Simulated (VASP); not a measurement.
# NbAs (I4_1md) in VASP: notebook

The runs below take NbAs through vibrations by perturbation theory, single point, with PBEsol, LDA.

Everything below comes from runs of VASP 6.6.1. Logs are shortened: lines on timing, memory, paths and dates and some standing lists are left out, and cuts for length are marked.

## 1. The cell of the first run

It takes space group I4_1md (No. 109, tetragonal). The conventional cell has a = 3.452 Å, b = 3.452 Å, c = 11.680 Å, α = 90.00°, β = 90.00°, γ = 90.00°. Nb (site symmetry 2mm) has 6 As at 2.60 to 2.63 Å and 8 Nb at 3.39 to 3.45 Å within 3.5 Å. As (site symmetry 2mm) has 6 Nb at 2.60 to 2.63 Å and 8 As at 3.39 to 3.45 Å within 3.5 Å.

## 2. Vibrations by perturbation theory, PBEsol

File INCAR:

```
PREC = Accurate
ENCUT = 520
EDIFF = 1E-8
ISMEAR = -1
SIGMA = 0.05
LREAL = False
LASPH = True
NELM = 100
ALGO = Normal
ISIF = 2
LWAVE = False
LCHARG = True
GGA = PS
NBANDS = 26
IBRION = 8
NSW = 1
```

File KPOINTS:

```
regular mesh
0
Gamma
  8 8 8
```

File POSCAR:

```
NbAs
1.0
   -1.7258500000      1.7258500000      5.8400000000
    1.7258500000     -1.7258500000      5.8400000000
    1.7258500000      1.7258500000     -5.8400000000
Nb As
2 2
Direct
    0.5000000000      0.0000000000      0.5000000000
    0.7500000000      0.7500000000      0.0000000000
    0.9160000000      0.4160000000      0.5000000000
    0.1660000000      0.1660000000      0.0000000000
```

Potentials or basis: VASP PAW PBE potentials, release 64 (Nb_sv, As).

Started as:

```sh
cat potpaw_PBE.64/Nb_sv/POTCAR potpaw_PBE.64/As/POTCAR > POTCAR
mpirun -np 1 vasp_std > vasp.out
```

OUTCAR:

```text
PREC = Accurate
   ENCUT = 520
   EDIFF = 1E-8
   ISMEAR = -1
   LREAL = False
   LASPH = True
   NELM = 100
   ISIF = 2
   GGA = PS
   IBRION = 8
   NSW = 1

 ion  position               nearest neighbor table
   1  0.500  0.000  0.500-   4 2.60   4 2.60   3 2.63   3 2.63   3 2.63   3 2.63
   2  0.750  0.750  0.000-   3 2.60   3 2.60   4 2.63   4 2.63   4 2.63   4 2.63
   3  0.916  0.416  0.500-   2 2.60   2 2.60   1 2.63   1 2.63   1 2.63   1 2.63
   4  0.166  0.166  0.000-   1 2.60   1 2.60   2 2.63   2 2.63   2 2.63   2 2.63

  LATTYP: Found a body centered tetragonal cell.
 ALAT       =     3.4517000000
 C/A-ratio  =     3.3838398470

  Lattice vectors:

 A1 = (  -1.7258500000,   1.7258500000,   5.8400000000)
 A2 = (   1.7258500000,  -1.7258500000,   5.8400000000)
 A3 = (   1.7258500000,   1.7258500000,  -5.8400000000)

Analysis of symmetry for initial positions (statically):
=====================================================================
 Subroutine PRICEL returns:
 Original cell was already a primitive cell.

 Routine SETGRP: Setting up the symmetry group for a
 body centered tetragonal supercell.

 Subroutine GETGRP returns: Found  8 space group operations
 (whereof  4 operations were pure point group operations)
 out of a pool of 16 trial point group operations.

The static configuration has the point symmetry C_2v.
 The point group associated with its full space group is C_4v.

Analysis of symmetry for dynamics (positions and initial velocities):
=====================================================================
 Subroutine PRICEL returns:
 Original cell was already a primitive cell.

 Routine SETGRP: Setting up the symmetry group for a
 body centered tetragonal supercell.
[... 901 lines left out ...]

------------------------ aborting loop because EDIFF is reached ----------------------------------------

--------------------------------------- Ionic step       11  -------------------------------------------

------------------------ aborting loop because EDIFF is reached ----------------------------------------

--------------------------------------- Ionic step       12  -------------------------------------------

 Free energy of the ion-electron system (eV)
  ---------------------------------------------------
  ---------------------------------------------------
  free energy    TOTEN  =        -0.05524321 eV

  energy without entropy =       -0.05524370

------------------------ aborting loop because EDIFF is reached ----------------------------------------

 INTERNAL STRAIN TENSOR  FOR ION    3  DIRECTION 3   (eV/Angst):
 -----------------------------------------------------------------------------
    -1.35052  0.00000  0.00000
     0.00000  5.34027  0.00000
     0.00000  0.00000 -7.49028

 INTERNAL STRAIN TENSOR FOR ION    4 for displacements in x,y,z  (eV/Angst):
          X           Y           Z          XY          YZ          ZX
  --------------------------------------------------------------------------------
  x     0.00000     0.00000     0.00000     0.00000     0.00000     6.65482
  y     0.00000     0.00000     0.00000     0.00000     0.60838     0.00000
  z     5.34027    -1.35052    -7.49028     0.00000     0.00000     0.00000

 SECOND DERIVATIVES (NOT SYMMETRIZED)
 ------------------------------------
               1X          1Y          1Z          2X          2Y          2Z          3X          3Y          3Z          4X          4Y          4Z
  1X   -10.355410    0.000000    0.000000    2.801376    0.000000    0.000000    7.251390    0.000000    0.000000    0.302644    0.000000    0.000000
  1Y     0.000000  -14.571571    0.000000    0.000000    2.682309    0.000000    0.000000    7.438695    0.000000    0.000000    4.450568    0.000000
  1Z     0.000000    0.000000  -14.355068    0.000000    0.000000    3.087773    0.000000    0.000000    5.130846    0.000000    0.000000    6.136449
  2X     2.682309    0.000000    0.000000  -14.571571    0.000000    0.000000    4.450568    0.000000    0.000000    7.438695    0.000000    0.000000
  2Y     0.000000    2.801376    0.000000    0.000000  -10.355410    0.000000    0.000000    0.302644    0.000000    0.000000    7.251390    0.000000
  2Z     0.000000    0.000000    3.087773    0.000000    0.000000  -14.355068    0.000000    0.000000    6.136449    0.000000    0.000000    5.130846
  3X     7.053284    0.000000    0.000000    4.467492    0.000000    0.000000  -12.471468    0.000000    0.000000    0.950692    0.000000    0.000000
  3Y     0.000000    7.445008    0.000000    0.000000    0.099092    0.000000    0.000000   -8.502554    0.000000    0.000000    0.958453    0.000000
  3Z     0.000000    0.000000    5.044891    0.000000    0.000000    6.126409    0.000000    0.000000  -13.944607    0.000000    0.000000    2.773307
  4X     0.099092    0.000000    0.000000    7.445008    0.000000    0.000000    0.958453    0.000000    0.000000   -8.502554    0.000000    0.000000
  4Y     0.000000    4.467492    0.000000    0.000000    7.053284    0.000000    0.000000    0.950692    0.000000    0.000000  -12.471468    0.000000
  4Z     0.000000    0.000000    6.126409    0.000000    0.000000    5.044891    0.000000    0.000000    2.773307    0.000000    0.000000  -13.944607

 Eigenvectors and eigenvalues of the dynamical matrix
 ----------------------------------------------------

   1 f  =    8.128987 THz    51.075932 2PiTHz  271.153822 cm-1    33.618774 meV
             X         Y         Z           dx          dy          dz
      0.000000  1.725850  0.000000     0.000000   -0.000000    0.473564
      0.000000  0.000000  8.760000     0.000000   -0.000000    0.473564
      0.000000  1.725850  4.858880    -0.000000    0.000000   -0.525106
      0.000000  0.000000  1.938880    -0.000000    0.000000   -0.525106
[... 71 lines left out ...]
  12 f/i=    0.078115 THz     0.490811 2PiTHz    2.605635 cm-1     0.323057 meV
             X         Y         Z           dx          dy          dz
      0.000000  1.725850  0.000000     0.500383   -0.120436   -0.000000
      0.000000  0.000000  8.760000     0.517152   -0.116531   -0.000000
      0.000000  1.725850  4.858880     0.459532   -0.109122   -0.000000
      0.000000  0.000000  1.938880     0.468569   -0.107017   -0.000000

--------------------------------------------------------------------------------------------------------

 ELASTIC MODULI CONTR FROM IONIC RELAXATION (kBar)
 Direction    XX          YY          ZZ          XY          YZ          ZX
 --------------------------------------------------------------------------------
 XX        -105.6845     72.8806     61.2100      0.0000     -0.0000     -0.0000
 YY          72.8806   -105.6845     61.2100      0.0000     -0.0000      0.0000
 ZZ          61.2100     61.2100   -228.4279      0.0000      0.0000      0.0000
 XY           0.0000      0.0000      0.0000      0.0000      0.0000      0.0000
 YZ          -0.0000     -0.0000      0.0000      0.0000   -516.7521      0.0000
 ZX          -0.0000      0.0000      0.0000      0.0000      0.0000   -522.3102
 --------------------------------------------------------------------------------
```

Run time: 65 min. Hardware: 1 thread of Intel Xeon 6975P-C (Granite Rapids), shared host; peak memory 0.83 GiB.

Results:

* Highest phonon frequency at Γ: 271 cm⁻¹

Phonon frequencies in cm⁻¹ (negative: imaginary):
| q point | frequencies |
| --- | --- |
| (0.000, 0.000, 0.000) | -3 -3 -1 149 149 224 243 243 249 260 260 271 |

Caveat: the cell stands under pressure or tension, which shifts response properties.

## 3. Single point, LDA

POSCAR is that of step 2.

File INCAR.step1:

```
ALGO = Normal
EDIFF = 1E-6
ENCUT = 520
ISIF = 2
ISMEAR = -1
LASPH = T
LCHARG = T
LMAXMIX = 4
LREAL = F
LWAVE = F
NBANDS = 26
NELM = 80
PREC = Accurate
SIGMA = 0.05
```

File KPOINTS.step1:

```
k-points
0
Gamma
  11 11 11
```

File INCAR.step2:

```
ALGO = Normal
EDIFF = 1E-6
ENCUT = 520
ICHARG = 11
ISIF = 2
ISMEAR = -5
LASPH = T
LCHARG = F
LMAXMIX = 4
LORBIT = 10
LREAL = F
LWAVE = F
NBANDS = 26
NEDOS = 2001
NELM = 80
PREC = Accurate
SIGMA = 0.05
```

File KPOINTS.step2:

```
k-points
0
Gamma
  17 17 17
```

Potentials or basis: VASP PAW LDA potentials, release 64 (Nb_sv, As).

Started as:

```sh
cat potpaw_LDA.64/Nb_sv/POTCAR potpaw_LDA.64/As/POTCAR > POTCAR
cp INCAR.step1 INCAR
cp KPOINTS.step1 KPOINTS
mpirun -np 1 vasp_std > vasp.out
cp INCAR.step2 INCAR
cp KPOINTS.step2 KPOINTS
mpirun -np 1 vasp_std > vasp.out
```

It took 12 min on 1 thread of Intel Xeon 6975P-C (Granite Rapids), shared host; peak memory 0.72 GiB.

The run converged. Its results:

- Valence electrons inside the program's atomic spheres: Nb 10.66; As 2.93

Levels at points of the mesh, in eV from the Fermi level:
```
           k point  band 14  band 15  band 16  band 17  band 18  band 19  band 20  band 21  band 22  band 23
(0.00, 0.00, 0.00)    -2.26    -2.04    -1.69    -1.39    -1.39     0.71     1.28     2.39     3.00     3.00
```

## 4. Single point, PBEsol

POSCAR is that of step 3.

File INCAR.step1:

```
SYSTEM = NbAs
PREC = Accurate
ENCUT = 520
EDIFF = 1E-6
ISMEAR = -1
SIGMA = 0.05
LREAL = .False.
LASPH = .True.
NELM = 60
ALGO = Fast
ISIF = 2
LWAVE = .False.
LCHARG = .True.
LMAXMIX = 4
GGA = PS
NBANDS = 26
```

File KPOINTS.step1:

```
regular mesh
0
Gamma
  11 11 11
  0 0 0
```

File INCAR.step2:

```
SYSTEM = NbAs
PREC = Accurate
ENCUT = 520
EDIFF = 1E-6
ISMEAR = -5
SIGMA = 0.05
LREAL = .False.
LASPH = .True.
NELM = 60
ALGO = Fast
ISIF = 2
LWAVE = .False.
LCHARG = .False.
LMAXMIX = 4
GGA = PS
LORBIT = 10
NBANDS = 26
NEDOS = 1001
ICHARG = 11
```

File KPOINTS.step2:

```
regular mesh
0
Gamma
  17 17 17
  0 0 0
```

Potentials or basis: VASP PAW PBE potentials, release 64 (Nb_sv, As).

Started as:

```sh
cat potpaw_PBE.64/Nb_sv/POTCAR potpaw_PBE.64/As/POTCAR > POTCAR
cp INCAR.step1 INCAR
cp KPOINTS.step1 KPOINTS
mpirun -np 1 vasp_std > vasp.out
cp INCAR.step2 INCAR
cp KPOINTS.step2 KPOINTS
mpirun -np 1 vasp_std > vasp.out
```

It took 1.5 h on 1 thread of Oxide Virtual Turin-like, shared host; peak memory 0.76 GiB.

The run converged. Its results:

- Valence electrons inside the program's atomic spheres: Nb 10.64; As 2.92

Levels at points of the mesh, in eV from the Fermi level:
```tsv
k point	band 15	band 16	band 17	band 18	band 19	band 20	band 21	band 22
(0.00, 0.00, 0.00)	-2.06	-1.70	-1.39	-1.39	0.71	1.29	2.40	3.01
```
